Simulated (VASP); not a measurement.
Runs of VASP 6.6.1 on ZrO2 (Cubic zirconia). The structure is that of space group Fm-3m (No. 225), or close to it. The cells are those of the table. 

| cell | gap on the mesh (eV) | pressure (GPa) |
| --- | --- | --- |
| a = 3.358 Å, angles 60.0°, 3 atoms | 3.88 | 84.5 |
| a = 3.665 Å, angles 60.0°, 3 atoms | 3.20 | -8.4 |
| a = 3.413 Å, angles 60.0°, 3 atoms | (c) | 59.7 |
| a = 3.638 Å, angles 60.0°, 3 atoms | (a) | -3.8 |
| a = 3.466 Å, angles 60.0°, 3 atoms | (b) | 39.8 |

Alike in all rows: task single point; level PBE; potentials or basis VASP PAW PBE potentials, release 64 (Zr_sv, O); no spin polarisation; k mesh 8 × 8 × 8; cutoff (eV) 600; smearing gaussian 0.05 eV.

Question: Fill in the values left out.

Answer: (a) 3.26; (b) 3.65; (c) 3.77.

A k mesh can miss the band edges, and the runs leave out spin-orbit coupling on Zr.
